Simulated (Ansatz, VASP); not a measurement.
Ga2O3: VASP beside Ansatz

```xyz
10
Lattice="2.5002 1.4435 4.4832 -2.5002 1.4435 4.4832 0.0000 -2.8870 4.4832" Properties=species:S:1:pos:R:3 pbc="T T T"
Ga    0.0000    0.0000    4.7842
Ga    0.0000    0.0000    1.9406
Ga    0.0000    0.0000    8.6655
Ga    0.0000    0.0000   11.5091
O    -0.9862    1.4435    7.8457
O    -0.7570   -1.5758    7.8457
O     1.7432    0.1323    7.8457
O     0.9862   -1.4435    5.6040
O     0.7570    1.5758    5.6040
O    -1.7432   -0.1323    5.6040
```

Alike in both runs: task single point; functional PBEsol; k mesh 6 × 6 × 6; occupations gaussian, width 0.02 eV; no spin polarisation.

```csv
,VASP,Ansatz
version,VASP 6.6.1,Ansatz 0.2.0
potentials or method,"VASP PAW PBE potentials, release 64 (Ga_d, O), cutoff 520 eV","scalar-relativistic, plane waves, PAW"
valence electrons in the cell,88,88
```

VASP gave:

```
gap on the k mesh at the Fermi level (eV) : 2.70
least direct gap on the mesh (eV)         : 2.96
pressure (GPa)                            : 0.7
rms of the force components (eV/Å)        : 0.011
```

Question: Estimate Ansatz's values.

Answer: gap on the k mesh at the Fermi level (eV): 2.70; least direct gap on the mesh (eV): 2.95; pressure (GPa): 0.0; rms of the force components (eV/Å): 0.001.

VASP's potentials were made for PBE, not for PBEsol. Atom by atom the forces differ by 0.012 eV/Å (rms over components).
